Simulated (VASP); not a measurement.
# TaBi (rocksalt type): relaxation of cell and atoms with PBE

TaBi (rocksalt type):

```
Ta Bi
1.0
     0.00000    2.97001    2.97001
     2.97001    0.00000    2.97001
     2.97001    2.97001    0.00000
Ta Bi
1 1
Cartesian
  0.0000 0.0000 0.0000
  2.9700 2.9700 2.9700
```

```
Program                : VASP 6.6.1
Task                   : relaxation of cell and atoms
Functional             : PBE
Potentials or basis    : VASP PAW PBE potentials, release 64 (Ta_pv, Bi_d)
Cutoff                 : 600 eV
k mesh                 : 12 × 12 × 12
Occupations            : fermi-dirac, width 0.1 eV
Spin                   : no spin polarisation
Dipole correction      : no
Further INCAR settings : ALGO = Normal; EDIFF = 1e-07; IBRION = 2; EDIFFG = -0.005; NSW = 60; ISIF = 3
```

```yaml
Relaxed_volume: 24.77 Å³/atom
Relaxed_cell: a = 4.122 Å, b = 4.122 Å, c = 4.122 Å, α = 60.00°, β = 60.00°, γ = 60.00°
Space_group_after_relaxing_to_0.1_Å: Fm-3m (No. 225)
Energy_gained_by_relaxing: 22.2 meV/atom
Ionic_steps: 6
Pressure_after_relaxing: 0.0 GPa
Band_gap_on_the_k_mesh: zero (bands 13 and 14 overlap by 1.03 eV)
```

The path:
```
step  energy change (eV)  largest force (eV/Å)  pressure (GPa)  volume (Å³)
   1              0.0000                0.0000           -4.69        52.40
   2              0.0066                0.0000            6.29        46.79
   3             -0.0443                0.0000           -0.05        49.56
   4             -0.0443                0.0000            0.06        49.51
   5             -0.0443                0.0000           -0.05        49.56
   6             -0.0443                0.0000            0.01        49.53
```

Final structure:
```cif
data_structure
_symmetry_space_group_name_H-M 'P 1'
_symmetry_Int_Tables_number 1
_cell_length_a 4.1223
_cell_length_b 4.1223
_cell_length_c 4.1223
_cell_angle_alpha 60.000
_cell_angle_beta 60.000
_cell_angle_gamma 60.000
_cell_volume 49.53
loop_
_atom_site_label
_atom_site_type_symbol
_atom_site_fract_x
_atom_site_fract_y
_atom_site_fract_z
_atom_site_occupancy
Ta1 Ta 0.00000 0.00000 0.00000 1
Bi1 Bi 0.50000 0.50000 0.50000 1
```

Levels at points of the mesh, in eV from the Fermi level:
| k point | band 10 | band 11 | band 12 | band 13 | band 14 | band 15 | band 16 | band 17 |
| --- | --- | --- | --- | --- | --- | --- | --- | --- |
| (0.00, 0.00, 0.00) | -0.93 | -0.93 | -0.93 | -0.29 | -0.29 | 0.67 | 0.67 | 0.67 |
| (0.50, 0.00, 0.00) | -6.55 | -3.40 | -3.40 | 0.37 | 0.37 | 0.48 | 2.79 | 5.65 |
| (0.50, 0.50, 0.00) | -4.63 | -2.25 | -1.72 | -1.72 | 0.21 | 0.38 | 0.99 | 0.99 |

Run time: 3.6 min on 1 thread of AMD EPYC 9R45 96-Core Processor (Zen 5) (shared host), peak memory 0.24 GiB.

Caveat: spin-orbit coupling is left out, which moves the levels of the heavy elements.
